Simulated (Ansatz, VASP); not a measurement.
Two plane-wave programs on TaN

```xyz
4
Lattice="2.9169 0.0000 0.0000 -1.4584 2.5261 0.0000 0.0000 0.0000 5.9142" Properties=species:S:1:pos:R:3 pbc="T T T"
Ta   -0.1000   -0.0500    0.0000
Ta    0.1000    0.0500    2.9571
N     0.0000    1.6841    1.4786
N     1.4584    0.8420    4.4357
```

Change from the starting cell: mode 4 frozen in at -0.100 Å and mode 5 at -0.050 Å (largest displacements).

Alike in both runs: task single point; functional PBE; k mesh 15 × 15 × 8; occupations gaussian, width 0.15 eV; no spin polarisation.

|  | VASP | Ansatz |
| --- | --- | --- |
| version | VASP 6.6.1 | Ansatz 0.2.0 |
| potentials or method | VASP PAW PBE potentials, release 64 (Ta_pv, N), cutoff 520 eV | scalar-relativistic, plane waves, PAW |
| valence electrons in the cell | 32 | 36 |

```tsv
	VASP	Ansatz	Ansatz less VASP
gap on the k mesh at the Fermi level (eV)	none	none	-
pressure (GPa)	2.7	1.9	-0.80
traceless stress, the component that is largest in VASP (GPa)	1.12	1.02	-0.098
rms of the force components (eV/Å)	0.595	0.592	-0.0031
```

Atom by atom the forces differ by 0.003 eV/Å (rms over components). A gap of «none» marks a metal or a gap that the smearing closes. VASP's potentials hold 32 valence electrons a cell and Ansatz's 36, so a difference there can come from the potentials and not from the codes.

Neither program's run includes spin-orbit coupling.
